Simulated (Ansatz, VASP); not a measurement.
Two plane-wave programs on Sc

Contents of INCAR:

```
  PREC = Accurate
  ENCUT = 520
  EDIFF = 1E-7
  ISMEAR = 0
  SIGMA = 0.1
  LREAL = False
  LASPH = True
  NELM = 100
  ALGO = Fast
  ISIF = 2
  LWAVE = False
  LCHARG = False
  GGA = PS
  NBANDS = 18
```

Contents of KPOINTS:

```
regular mesh
0
Gamma
  14 14 8
```

POSCAR

```
Sc
1.0
    3.2606879759     -0.0992639369     -0.0138638632
   -1.7163090789      2.8697167804     -0.0308353984
   -0.0220729200     -0.0694322400      5.2492986000
Sc
2
Direct
    0.3620876636      0.6889419877      0.2404555809
    0.6379123364      0.3110580123      0.7595444191
```

Input for Ansatz:

```yaml
crystal:
  lattice:
    - [3.2606879759, -0.0992639369, -0.0138638632]
    - [-1.7163090789, 2.8697167804, -0.0308353984]
    - [-0.02207292, -0.06943224, 5.2492986]
  atoms:
    - { symbol: Sc, position: [0.3620876636, 0.6889419877, 0.2404555809] }
    - { symbol: Sc, position: [0.6379123364, 0.3110580123, 0.7595444191] }
basis:
  ecutwfc: 420
kpoints:
  mp_grid: { grid: [14, 14, 8] }
hamiltonian:
  xc: pbesol
scf:
  occupations: { method: gaussian, width: 0.1 }
output:
  forces: true
  stress: true
  eigenvalues: true
```

Change from the starting cell: all atoms moved at random, cell strained at random.

Alike in both runs: task single point; functional PBEsol; k mesh 14 × 14 × 8; occupations gaussian, width 0.1 eV; no spin polarisation.

|  | VASP | Ansatz |
| --- | --- | --- |
| version | VASP 6.6.1 | Ansatz 0.2.0 |
| potentials or method | VASP PAW PBE potentials, release 64 (Sc_sv), cutoff 520 eV | scalar-relativistic, plane waves, PAW |
| valence electrons in the cell | 22 | 22 |

VASP gave:

* gap on the k mesh at the Fermi level (eV): none
* pressure (GPa): -0.8
* traceless stress, the component that is largest in VASP (GPa): 1.74
* rms of the force components (eV/Å): 0.216

Task: What did Ansatz give for the same quantities?

Result: gap on the k mesh at the Fermi level (eV): none; pressure (GPa): -0.8; traceless stress, the component that is largest in VASP (GPa): 1.74; rms of the force components (eV/Å): 0.215.

VASP's potentials were made for PBE, not for PBEsol. Atom by atom the forces differ by 0.001 eV/Å (rms over components). A gap of «none» marks a metal or a gap that the smearing closes.
